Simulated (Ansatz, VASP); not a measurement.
# Si3C2 in VASP and in Ansatz

INCAR

```
  PREC = Accurate
  ENCUT = 520
  EDIFF = 1E-6
  ISMEAR = 0
  SIGMA = 0.1
  LREAL = False
  LASPH = True
  NELM = 150
  ALGO = Normal
  ISIF = 2
  LWAVE = False
  LCHARG = False
  ISPIN = 2
  MAGMOM = 0 0 0 1 1
  LORBIT = 11
  GGA = PE
  NBANDS = 22
```

File KPOINTS:

```
regular mesh
0
Gamma
  6 6 6
```

File POSCAR:

```
Si3C2
1.0
    1.3604362900      0.7854482600     11.1079158000
   -1.3604362900      0.7854482600     11.1079158000
    0.0000000000     -1.5708965200     11.1079158000
Si C
3 2
Direct
    0.0000000000      0.0000000000      0.0000000000
    0.2000000000      0.2000000000      0.2000000000
    0.8000000000      0.8000000000      0.8000000000
    0.4000000000      0.4000000000      0.4000000000
    0.6000000000      0.6000000000      0.6000000000
```

Input for Ansatz:

```yaml
crystal:
  lattice:
    - [1.36043629, 0.78544826, 11.1079158]
    - [-1.36043629, 0.78544826, 11.1079158]
    - [0.0, -1.57089652, 11.1079158]
  atoms:
    - { symbol: Si, position: [0.0, 0.0, 0.0] }
    - { symbol: Si, position: [0.2, 0.2, 0.2] }
    - { symbol: Si, position: [0.8, 0.8, 0.8] }
    - { symbol: C, position: [0.4, 0.4, 0.4], spin: 1.0 }
    - { symbol: C, position: [0.6, 0.6, 0.6], spin: 1.0 }
basis:
  ecutwfc: 420
kpoints:
  mp_grid: { grid: [6, 6, 6] }
hamiltonian:
  xc: pbe
scf:
  occupations: { method: gaussian, width: 0.1 }
  lower_state_search: "off"
output:
  forces: true
  stress: true
  eigenvalues: true
  populations: true
magnetization:
  spin_polarized: true
```

Alike in both runs: task single point; functional PBE; k mesh 6 × 6 × 6; occupations gaussian, width 0.1 eV; collinear spin.

|  | VASP | Ansatz |
| --- | --- | --- |
| version | VASP 6.6.1 | Ansatz 0.2.0 |
| potentials or method | VASP PAW PBE potentials, release 64 (Si, C), cutoff 520 eV | scalar-relativistic, plane waves, PAW |
| valence electrons in the cell | 20 | 20 |

```csv
,VASP,Ansatz,Ansatz less VASP
gap on the k mesh at the Fermi level (eV),none,none,-
pressure (GPa),-15.3,-15.3,0.00
"traceless stress, the component that is largest in VASP (GPa)",-10.22,-10.23,-0.018
rms of the force components (eV/Å),0.619,0.621,+0.0016
net moment per atom (μB),0.00,0.00,0.000
```

Atom by atom the forces differ by 0.002 eV/Å (rms over components). A gap of «none» marks a metal or a gap that the smearing closes. Ansatz's warnings: seeded moment not kept.

The k mesh is coarse, so the values compare programs but aren't converged.
